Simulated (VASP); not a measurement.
Input of a VASP 6.6.1 run:

Contents of INCAR:

```
  PREC = Accurate
  ENCUT = 520
  EDIFF = 1E-6
  ISMEAR = 1
  SIGMA = 0.2
  LREAL = F
  LASPH = T
  NELM = 80
  ALGO = Normal
  ISIF = 2
  LWAVE = F
  LCHARG = F
  LDIPOL = T
  IDIPOL = 3
  DIPOL = 0.5 0.5 0.500
  GGA = PS
  NBANDS = 66
```

KPOINTS

```
Automatic mesh
0
Gamma
  9 9 1
```

Contents of POSCAR:

```
GaN
1.0
    3.1825784921      0.0000000000      0.0000000000
   -1.5912892461      2.7561938237      0.0000000000
    0.0000000000      0.0000000000     28.6033856423
N Ga
6 6
Direct
    0.3333333333      0.6666666667      0.2622067224
    0.6666666667      0.3333333333      0.3528502941
    0.3333333333      0.6666666667      0.4434938658
    0.6666666667      0.3333333333      0.5341374375
    0.3333333333      0.6666666667      0.6247810091
    0.6666666667      0.3333333333      0.7154245808
    0.6666666667      0.3333333333      0.2845754192
    0.3333333333      0.6666666667      0.3752189909
    0.6666666667      0.3333333333      0.4658625625
    0.3333333333      0.6666666667      0.5565061342
    0.6666666667      0.3333333333      0.6471497059
    0.3333333333      0.6666666667      0.7377932776
```

Potentials or basis: VASP PAW PBE potentials, release 64 (N, Ga_d).

Run with:

```console
$ cat potpaw_PBE.64/N/POTCAR potpaw_PBE.64/Ga_d/POTCAR > POTCAR
$ mpirun -np 1 vasp_std > vasp.out
```

(1) Estimate the band gap on the k mesh.

(2) Estimate the largest force.

Results:

(1) zero (bands 54 and 55 overlap by 0.49 eV).

(2) 1.952 eV/Å.

Caveat: the PAW data sets were made with another functional, which shifts forces and pressure a little.
